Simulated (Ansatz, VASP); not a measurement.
## Two plane-wave programs on Bi2Te3

```
Te Bi
1.0
     4.44814    0.00000    0.00000
    -2.22407    3.85220    0.00000
     0.00000    0.00000   33.22898
Te Bi
6 4
Direct
  0.00000 0.00000 0.22601
  0.66667 0.33333 0.33931
  0.33333 0.66667 0.45291
  0.66667 0.33333 0.54709
  0.33333 0.66667 0.66068
  0.00000 0.00000 0.77399
  0.33333 0.66667 0.27740
  0.00000 0.00000 0.40114
  0.00000 0.00000 0.59887
  0.66667 0.33333 0.72260
```

Alike in both runs: functional PBE; k mesh 9 × 9 × 1; occupations gaussian, width 0.05 eV; no spin polarisation.

Ansatz relaxed the structure, and its values are those at the end. VASP's run is a single point on that final structure, the one shown.

|  | VASP | Ansatz |
| --- | --- | --- |
| version | VASP 6.6.1 | Ansatz 0.2.0 |
| potentials or method | VASP PAW PBE potentials, release 64 (Te, Bi_d), cutoff 520 eV | scalar-relativistic, plane waves, PAW |
| valence electrons in the cell | 96 | 156 |

```tsv
	VASP	Ansatz	Ansatz less VASP
gap on the k mesh at the Fermi level (eV)	0.66	0.68	+0.013
least direct gap on the mesh (eV)	0.66	0.68	+0.013
rms of the force components (eV/Å)	0.005	0.001	-0.0044
```

VASP's potentials hold 96 valence electrons a cell and Ansatz's 156, so a difference there can come from the potentials and not from the codes. Ansatz's warnings: xc potential rough in thin density.

Spin-orbit coupling is off throughout.
